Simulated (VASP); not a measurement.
Al2Cu: single point with PBEsol

The system is Al2Cu.

```
Al Cu
1.0
    -1.96389    1.96389    2.86301
     1.96389   -1.96389    2.86301
     1.96389    1.96389   -2.86301
Al Cu
2 1
Direct
  0.75000 0.25000 0.50000
  0.25000 0.75000 0.50000
  0.50000 0.50000 0.00000
```

This cell differs from its parent crystal: strain -0.030 along x and y, +0.000 along z.

| Quantity | Value |
| --- | --- |
| Program | VASP 6.6.1 |
| Task | single point |
| Functional | PBEsol |
| Potentials or basis | VASP PAW PBE potentials, release 64 (Al, Cu) |
| Cutoff | 520 eV |
| k mesh | 16 × 16 × 16 |
| Occupations | gaussian, width 0.15 eV |
| Spin | no spin polarisation |
| Dipole correction | no |
| Further INCAR settings | ALGO = Fast; EDIFF = 1e-06; NBANDS = 16 |

```json
{
 "Pressure": "7.9 GPa",
 "Band gap on the k mesh": "zero (an odd number of electrons rules out a gap without spin polarisation)"
}
```

Stress tensor (GPa, compression positive):
```
9.03 0.00 0.00
0.00 9.03 0.00
0.00 0.00 5.58
```

Levels at points of the mesh, in eV from the Fermi level:
```csv
k point,band 6,band 7,band 8,band 9,band 10,band 11,band 12,band 13
"(0.00, 0.00, 0.00)",-4.25,2.76,3.00,3.00,3.06,3.06,3.40,5.05
"(0.50, 0.00, 0.00)",-4.21,-4.18,0.46,0.76,2.93,3.16,4.35,4.63
"(0.50, 0.50, 0.00)",-4.11,-3.91,-2.29,-2.06,0.51,1.41,9.20,10.79
"(0.50, 0.50, 0.50)",-4.08,-4.02,-1.96,-1.96,0.90,1.59,9.21,11.48
```

It took 7.5 min on 1 thread of Intel Xeon 8259CL, with other jobs on the host, peak memory 0.36 GiB.

Caveat: the cell differs from its parent crystal (strain -0.030 along x and y, +0.000 along z); the cell stands under pressure; the PAW data sets were made with another functional, which shifts forces and pressure a little.
